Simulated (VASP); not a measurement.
# Ir2Rh3 (P-3m1) in VASP: single point with PBE

Aim: the single point of Ir2Rh3 with PBE.

Program: VASP 6.6.1. These are calculated values, not measurements. Logs are shortened: lines on timing, memory, paths and dates and some standing lists are left out, and cuts for length are marked.

## (1) The cell of the first run

The structure is trigonal, space group P-3m1 (No. 164). Conventional cell: a = 2.736 Å, b = 2.736 Å, c = 22.046 Å, α = 90.00°, β = 90.00°, γ = 120.00°. Within 3.6 Å of Ir (site symmetry 3m) lie 12 Ir at 2.73 to 2.74 Å. Within 3.6 Å of Ir (site symmetry 3m) lie 3 Rh at 2.71 Å and 9 Ir at 2.73 to 2.74 Å. Rh (site symmetry 3m) has 9 Rh at 2.71 to 2.74 Å and 3 Ir at 2.71 Å within 3.6 Å. Rh (site symmetry 3m) has 12 Rh at 2.70 to 2.74 Å within 3.6 Å. Within 3.6 Å of Rh (site symmetry 3m) lie 12 Rh at 2.70 to 2.74 Å.

## (2) Single point, PBE

INCAR

```
SYSTEM = Ir2Rh3
PREC = Accurate
ENCUT = 520
EDIFF = 1E-6
ISMEAR = 0
SIGMA = 0.1
LREAL = .FALSE.
LASPH = .TRUE.
NELM = 100
ALGO = Fast
ISIF = 2
LWAVE = .FALSE.
LCHARG = .FALSE.
GGA = PE
NBANDS = 74
```

KPOINTS

```
Automatic mesh
0
G
  18 18 2
  0 0 0
```

POSCAR

```
Ir2Rh3
1.0
    2.7362186823      0.0000000000      0.0000000000
   -1.3681093412      2.3696348892      0.0000000000
    0.0000000000      0.0000000000     22.0459708999
Ir Rh
4 6
Direct
    0.3333333333      0.6666666667      0.9492691465
    0.3333333333      0.6666666667      0.1514532618
    0.6666666667      0.3333333333      0.8485467382
    0.6666666667      0.3333333333      0.0507308535
    0.3333333333      0.6666666667      0.7485189390
    0.3333333333      0.6666666667      0.3513025076
    0.3333333333      0.6666666667      0.5495972829
    0.6666666667      0.3333333333      0.2514810610
    0.6666666667      0.3333333333      0.4504027171
    0.6666666667      0.3333333333      0.6486974924
```

Potentials or basis: VASP PAW PBE potentials, release 64 (Ir, Rh_pv).

Started as:

```bash
> cat potpaw_PBE.64/Ir/POTCAR potpaw_PBE.64/Rh_pv/POTCAR > POTCAR
> mpirun -np 1 vasp_std > vasp.out
```

OUTCAR:

```text
SYSTEM = Ir2Rh3
   PREC = Accurate
   ENCUT = 520
   EDIFF = 1E-6
   ISMEAR = 0
   LREAL = .FALSE.
   LASPH = .TRUE.
   NELM = 100
   ISIF = 2
   GGA = PE

 ion  position               nearest neighbor table
   1  0.333  0.667  0.949-   3 2.73   3 2.73   3 2.73   4 2.74   4 2.74   4 2.74
   2  0.333  0.667  0.151-   8 2.71   8 2.71   8 2.71   4 2.73   4 2.73   4 2.73
   3  0.667  0.333  0.849-   5 2.71   5 2.71   5 2.71   1 2.73   1 2.73   1 2.73
   4  0.667  0.333  0.051-   2 2.73   2 2.73   2 2.73   1 2.74   1 2.74   1 2.74
   5  0.333  0.667  0.749-  10 2.71  10 2.71  10 2.71   3 2.71   3 2.71   3 2.71
   6  0.333  0.667  0.351-   9 2.70   9 2.70   9 2.70   8 2.71   8 2.71   8 2.71
   7  0.333  0.667  0.550-  10 2.70  10 2.70  10 2.70   9 2.70   9 2.70   9 2.70
   8  0.667  0.333  0.251-   6 2.71   6 2.71   6 2.71   2 2.71   2 2.71   2 2.71
   9  0.667  0.333  0.450-   6 2.70   6 2.70   6 2.70   7 2.70   7 2.70   7 2.70
  10  0.667  0.333  0.649-   7 2.70   7 2.70   7 2.70   5 2.71   5 2.71   5 2.71

  LATTYP: Found a hexagonal cell.
 ALAT       =     2.7362186823
 C/A-ratio  =     8.0570939167

  Lattice vectors:

 A1 = (   2.7362186823,   0.0000000000,   0.0000000000)
 A2 = (  -1.3681093412,   2.3696348892,   0.0000000000)
 A3 = (   0.0000000000,   0.0000000000,  22.0459708999)

Analysis of symmetry for initial positions (statically):
=====================================================================
 Subroutine PRICEL returns:
 Original cell was already a primitive cell.

 Routine SETGRP: Setting up the symmetry group for a
 hexagonal supercell.

 Subroutine GETGRP returns: Found 12 space group operations
 (whereof 12 operations were pure point group operations)
 out of a pool of 24 trial point group operations.

The static configuration has the point symmetry D_3d.

Analysis of symmetry for dynamics (positions and initial velocities):
=====================================================================
 Subroutine PRICEL returns:
 Original cell was already a primitive cell.

 Routine SETGRP: Setting up the symmetry group for a
 hexagonal supercell.

 Subroutine GETGRP returns: Found 12 space group operations
 (whereof 12 operations were pure point group operations)
 out of a pool of 24 trial point group operations.

The dynamic configuration has the point symmetry D_3d.

 Subroutine INISYM returns: Found 12 space group operations
 (whereof 12 operations are pure point group operations),
 and found     1 'primitive' translations

----------------------------------------------------------------------------------------

                                     Primitive cell

  volume of cell :     142.9425

  direct lattice vectors                    reciprocal lattice vectors
     2.736218682  0.000000000  0.000000000     0.365467865  0.211002970  0.000000000
    -1.368109341  2.369634889  0.000000000     0.000000000  0.422005940  0.000000000
     0.000000000  0.000000000 22.045970900     0.000000000  0.000000000  0.045359762

  length of vectors
     2.736218682  2.736218682 22.045970900     0.422005940  0.422005940  0.045359762

  position of ions in fractional coordinates (direct lattice)
     0.333333333  0.666666667  0.949269147
     0.333333333  0.666666667  0.151453262
     0.666666667  0.333333333  0.848546738
     0.666666667  0.333333333  0.050730853
     0.333333333  0.666666667  0.748518939
     0.333333333  0.666666667  0.351302508
     0.333333333  0.666666667  0.549597283
     0.666666667  0.333333333  0.251481061
     0.666666667  0.333333333  0.450402717
     0.666666667  0.333333333  0.648697492

  ion indices of the primitive-cell ions
   primitive index   ion index
                 1           1
                 2           2
                 3           3
                 4           4
                 5           5
                 6           6
                 7           7
                 8           8
                 9           9
                10          10

----------------------------------------------------------------------------------------

 KPOINTS: Automatic mesh

Automatic generation of k-mesh.
 Grid dimensions read from file:
 generate k-points for:   18   18    2

 Generating k-lattice:

  Cartesian coordinates                     Fractional coordinates (reciprocal lattice)
     0.020303770  0.011722387  0.000000000     0.055555556 -0.000000000  0.000000000
     0.000000000  0.023444774  0.000000000     0.000000000  0.055555556  0.000000000
     0.000000000  0.000000000  0.022679881     0.000000000  0.000000000  0.500000000

  Length of vectors
     0.023444774  0.023444774  0.022679881

  Shift w.r.t. Gamma in fractional coordinates (k-lattice)
     0.000000000  0.000000000  0.000000000

 Subroutine IBZKPT returns following result:
 ===========================================

 Found     74 irreducible k-points:

 Following reciprocal coordinates:
            Coordinates               Weight
  0.000000  0.000000  0.000000      1.000000
  0.055556 -0.000000  0.000000      6.000000
  0.111111 -0.000000  0.000000      6.000000
  0.166667 -0.000000  0.000000      6.000000
  0.222222 -0.000000  0.000000      6.000000
  0.277778 -0.000000  0.000000      6.000000
[... 16 lines left out ...]
  0.333333  0.111111  0.000000     12.000000
  0.388889  0.111111  0.000000     12.000000
 [... further k-points ...]
   k-points           NKPTS =     74   k-points in BZ     NKDIM =     74   number of bands    NBANDS=     74
   number of dos      NEDOS =    301   number of ions     NIONS =     10
   total plane-waves  NPLWV =  67200
   dimension x,y,z NGX =    20 NGY =   20 NGZ =  168
   dimension x,y,z NGXF=    40 NGYF=   40 NGZF=  336
   ions per type =               4   6
   NGX,Y,Z   is equivalent  to a cutoff of  12.15, 12.15, 12.67 a.u.
   NGXF,Y,Z  is equivalent  to a cutoff of  24.30, 24.30, 25.34 a.u.
 SYSTEM =  Ir2Rh3
   PREC   = accura    normal or accurate (medium, high low for compatibility)
   ISTART =      0    job   : 0-new  1-cont  2-samecut
   ICHARG =      2    charge: 1-file 2-atom 10-const
   ISPIN  =      1    spin polarized calculation?
   LNONCOLLINEAR =      F non collinear calculations
   LSORBIT =      F    spin-orbit coupling
   LASPH  =      T    aspherical Exc in radial PAW
   ENCUT  =  520.0 eV  38.22 Ry    6.18 a.u.   5.09  5.09 40.99*2*pi/ulx,y,z
   NELM   =    100;   NELMIN=  2; NELMDL= -5     # of ELM steps
   EDIFF  = 0.1E-05   stopping-criterion for ELM
   LREAL  =      F    real-space projection
   EDIFFG = 0.1E-04   stopping-criterion for IOM
   NSW    =      0    number of steps for IOM
   IBRION =     -1    ionic relax: 0-MD 1-quasi-New 2-CG
   NFREE  =      0    steps in history (QN), initial steepest desc. (CG)
   ISIF   =      2    stress and relaxation
   ISYM   =      2    0-nonsym 1-usesym 2-fastsym
   POTIM  = 0.5000    time-step for ionic-motion
   TEBEG  =    0.0;   TEEND  =   0.0 temperature during run
   PSTRESS=    0.0 pullay stress
   NELECT =     126.0000    total number of electrons
   NUPDOWN=      -1.0000    fix difference up-down
   EMIN   =  10.00;   EMAX   =-10.00  energy-range for DOS
   EFERMI =   0.00;   METHOD = LEGACY
   ISMEAR =     0;   SIGMA  =   0.10  broadening in eV -4-tet -1-fermi 0-gaus
   EFERMI_NEDOS =   21; number of points for ismear=-14 and -15
   IALGO  =     68    algorithm
   IMIX   =      4    mixing-type and parameters
     AMIX     =   0.40;   BMIX     =  1.00
     AMIX_MAG =   1.60;   BMIX_MAG =  1.00
  volume/ion in A,a.u.               =      14.29        96.46
  Fermi-wavevector in a.u.,A,eV,Ry     =   1.569680  2.966266 33.523341  2.463896
  Thomas-Fermi vector in A             =   2.671527
   LORBIT       =      0    0 simple, 1 ext, 2 COOP (PROOUT), +10 PAW based schemes
   GGA     = PE    functional components
   LHFCALC =     F    Hartree Fock is set to
   AEXX    =    0.0000 exact exchange contribution
   IVDW    =     0    specifies the selected vdW correction
   LEPSILON=     F    determine dielectric tensor
   LRPA    =     F    only Hartree local field effects (RPA)
 non-spin polarized calculation
 RMM-DIIS sequential band-by-band and
 Gauss-broadening in eV      SIGMA  =   0.10
  energy-cutoff  :      520.00
  volume of cell :      142.94
 maximum number of plane-waves:      3882
   NGX = 11   NGY = 11   NGZ = 81

 number of electron     126.0000027 magnetization

 Free energy of the ion-electron system (eV)
  ---------------------------------------------------
  ext. energy  EPLUGINS =         0.00000000
  ---------------------------------------------------
  free energy    TOTEN  =       -78.49473959 eV

  energy without entropy =      -78.42276795  energy(sigma->0) =      -78.45875377

 E-fermi :  10.9213     XC(G=0): -13.8414

 val. band max:       10.9200202505   @ k =   0.2222   0.1111   0.5000
 cond. band min:      10.9217828923   @ k =   0.3889   0.2222   0.5000
 fundamental gap:      0.0017626417
 Fermi energy:        10.9213168483

 k-point     1 :       0.0000    0.0000    0.0000
  band No.  band energies     occupation
      1     -36.1655      2.00000
      2     -36.0798      2.00000
      3     -35.9674      2.00000
      4     -35.8138      2.00000
      5     -35.6488      2.00000
      6     -35.5978      2.00000
[... 66 lines left out ...]
     73      11.0956      0.01369
     74      11.1493      0.00126

 k-point     2 :       0.0556   -0.0000    0.0000
  band No.  band energies     occupation
      1     -36.1597      2.00000
      2     -36.0760      2.00000
      3     -35.9663      2.00000
      4     -35.8159      2.00000
      5     -35.6564      2.00000
      6     -35.6123      2.00000
[... 1686 lines left out ...]
 k-point    24 :       0.3889    0.1111    0.0000
  band No.  band energies     occupation
      1     -36.0915      2.00000
      2     -36.0813      2.00000
      3     -36.0635      2.00000
      4     -36.0444      2.00000
      5     -36.0162      2.00000
      6     -35.9582      2.00000
[... 66 lines left out ...]
     73      13.6051      0.00000
     74      14.7623      0.00000

 [... further k-points ...]

------------------------ aborting loop because EDIFF is reached ----------------------------------------

  FORCE on cell =-STRESS in cart. coord.  units (eV):
  Direction    XX          YY          ZZ          XY          YZ          ZX
  --------------------------------------------------------------------------------------
  -------------------------------------------------------------------------------------
  Total        0.2051774      0.2051774      0.3035000     -0.0000000     -0.0000000     -0.0000000
  in kB        2.2997393      2.2997393      3.4017925     -0.0000000     -0.0000000     -0.0000000
  external PRESSURE =       2.6670903 kB  Pullay stress =       0.0000000 kB

 VOLUME and BASIS-vectors are now :
 -----------------------------------------------------------------------------
  energy-cutoff  :      520.00
  volume of cell :      142.94
      direct lattice vectors                 reciprocal lattice vectors
     2.736218682  0.000000000  0.000000000     0.365467865  0.211002970  0.000000000
    -1.368109341  2.369634889  0.000000000     0.000000000  0.422005940  0.000000000
     0.000000000  0.000000000 22.045970900     0.000000000  0.000000000  0.045359762

 POSITION                                       TOTAL-FORCE (eV/Angst)
 -----------------------------------------------------------------------------------
     -0.00000      1.57976     20.92756        -0.000000     -0.000000     -0.008484
     -0.00000      1.57976      3.33893        -0.000000      0.000000      0.013856
      1.36811      0.78988     18.70704        -0.000000     -0.000000     -0.013856
      1.36811      0.78988      1.11841        -0.000000      0.000000      0.008484
     -0.00000      1.57976     16.50183        -0.000000      0.000000     -0.011880
     -0.00000      1.57976      7.74480        -0.000000     -0.000000      0.002417
     -0.00000      1.57976     12.11641        -0.000000     -0.000000      0.000235
      1.36811      0.78988      5.54414         0.000000      0.000000      0.011880
      1.36811      0.78988      9.92957         0.000000      0.000000     -0.000235
      1.36811      0.78988     14.30117         0.000000      0.000000     -0.002417
 -----------------------------------------------------------------------------------
    total drift:                                0.000000      0.000000     -0.000000

  FREE ENERGIE OF THE ION-ELECTRON SYSTEM (eV)
  ---------------------------------------------------
  free  energy   TOTEN  =       -78.4947395911 eV

  energy  without entropy=      -78.4227679463  energy(sigma->0) =      -78.45875377
```

Wall time 49 min (1 thread of Intel Xeon Platinum 8559C (Emerald Rapids), shared host); peak memory 0.67 GiB.

Results:

| Quantity | Value |
| --- | --- |
| Free energy | -78.4947 eV |
| Pressure | 0.3 GPa |
| Largest force | 0.014 eV/Å |
| Band gap on the k mesh | zero (bands 63 and 64 overlap by 2.12 eV) |

Forces in eV/Å, atoms in the order of the input:
```
Ir   0.000  0.000 -0.008
Ir   0.000  0.000  0.014
Ir   0.000  0.000 -0.014
Ir   0.000  0.000  0.008
Rh   0.000  0.000 -0.012
Rh   0.000  0.000  0.002
Rh   0.000  0.000  0.000
Rh   0.000  0.000  0.012
Rh   0.000  0.000  0.000
Rh   0.000  0.000 -0.002
```

Stress tensor (GPa, compression positive):
```
0.23 0.00 0.00
0.00 0.23 0.00
0.00 0.00 0.34
```

Caveat: spin-orbit coupling is left out, which moves the levels of the heavy elements.
